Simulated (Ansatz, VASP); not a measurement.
**Ge: VASP beside Ansatz**

```
CELL_PARAMETERS angstrom
0.00000 2.88053 2.90934
2.88053 0.00000 2.90934
2.88053 2.88053 0.00000
ATOMIC_POSITIONS crystal
Ge 0.50000 0.50000 0.50000
Ge 0.75000 0.75000 0.75000
```

Change from the starting cell: engineering shear strain xy +0.0000, normal strain along z +0.0100.

Alike in both runs: task single point; functional PBE; k mesh 14 × 14 × 14; occupations gaussian, width 0.15 eV; no spin polarisation.

|  | VASP | Ansatz |
| --- | --- | --- |
| version | VASP 6.6.1 | Ansatz 0.2.0 |
| potentials or method | VASP PAW PBE potentials, release 64 (Ge_d), cutoff 520 eV | scalar-relativistic, plane waves, PAW |
| valence electrons in the cell | 28 | 28 |

VASP gave:

```
gap on the k mesh at the Fermi level (eV)                     : none
pressure (GPa)                                                : -0.7
traceless stress, the component that is largest in VASP (GPa) : -0.44
```

Problem. Estimate Ansatz's values.

Solution. gap on the k mesh at the Fermi level (eV): none; pressure (GPa): -0.6; traceless stress, the component that is largest in VASP (GPa): -0.44.

A gap of «none» marks a metal or a gap that the smearing closes. With one functional, cell and mesh, what is left measures potentials, basis and numerics.
